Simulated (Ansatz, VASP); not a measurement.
## One calculation of MgS, two programs

Contents of POSCAR:

```
MgS
1.0
    4.0286256375     -0.0302146923      0.0000000000
   -2.0404795098      3.5039994906      0.0000000000
    0.0000000000      0.0000000000      6.4543928582
Mg S
2 2
Direct
    0.3336708227      0.6666581729     -0.0028699821
    0.6663291773      0.3333418271      0.4971300179
    0.3366700987      0.6667461679      0.3778699821
    0.6633299013      0.3332538321      0.8778699821
```

File INCAR.step1:

```
PREC = Accurate
ENCUT = 520
ISMEAR = 0
SIGMA = 0.01
LREAL = F
LASPH = T
NELM = 60
NBANDS = 16
GGA = PE
ALGO = Normal
EDIFF = 1E-4
LWAVE = T
LCHARG = F
```

The input INCAR.step2:

```
PREC = Accurate
ENCUT = 520
EDIFF = 1E-7
ISMEAR = 0
SIGMA = 0.01
LREAL = F
LASPH = T
NELM = 60
ALGO = Normal
ISIF = 2
LWAVE = F
LCHARG = F
METAGGA = R2SCAN
LMIXTAU = T
NBANDS = 16
ISTART = 1
```

The input KPOINTS:

```
regular mesh
0
Gamma
  12 12 4
```

Input for Ansatz:

```yaml
crystal:
  lattice:
    - [4.0286256375, -0.0302146923, 0.0]
    - [-2.0404795098, 3.5039994906, 0.0]
    - [0.0, 0.0, 6.4543928582]
  atoms:
    - { symbol: Mg, position: [0.3336708227, 0.6666581729, -0.0028699821] }
    - { symbol: Mg, position: [0.6663291773, 0.3333418271, 0.4971300179] }
    - { symbol: S, position: [0.3366700987, 0.6667461679, 0.3778699821] }
    - { symbol: S, position: [0.6633299013, 0.3332538321, 0.8778699821] }
kpoints:
  mp_grid: { grid: [12, 12, 4] }
  band_path:
    path:
      - [0.0, 0.0, 0.0]
      - [0.5, 0.0, 0.0]
      - [0.3333333333, 0.3333333333, 0.0]
      - [0.0, 0.0, 0.5]
      - [0.5, 0.0, 0.5]
      - [0.3333333333, 0.3333333333, 0.5]
    npoints: 1
hamiltonian:
  xc: r2scan
scf:
  occupations: { method: fixed }
  n_extra_bands: 5
output:
  forces: true
  stress: true
  eigenvalues: true
```

Change from the starting cell: shear_xy strain -1.5%.

Alike in both runs: task single point; functional r2SCAN; k mesh 12 × 12 × 4; no spin polarisation.

```csv
,VASP,Ansatz
version,VASP 6.6.1,Ansatz 0.2.0
potentials or method,"VASP PAW PBE potentials, release 64 (Mg, S)","plane waves, PAW"
plane-wave cutoff (eV),520,500
occupations,"gaussian, width 0.01 eV",fixed
valence electrons in the cell,16,32
```

VASP gave:

```
gap on the k mesh at the Fermi level (eV)                     : 4.13
pressure (GPa)                                                : -0.3
traceless stress, the component that is largest in VASP (GPa) : 0.31
```

Problem. What did Ansatz give for the same quantities?

Solution. gap on the k mesh at the Fermi level (eV): 4.15; pressure (GPa): 0.0; traceless stress, the component that is largest in VASP (GPa): 0.31.

VASP's potentials were made for PBE, not for r2SCAN. VASP's potentials hold 16 valence electrons a cell and Ansatz's 32, so a difference there can come from the potentials and not from the codes.
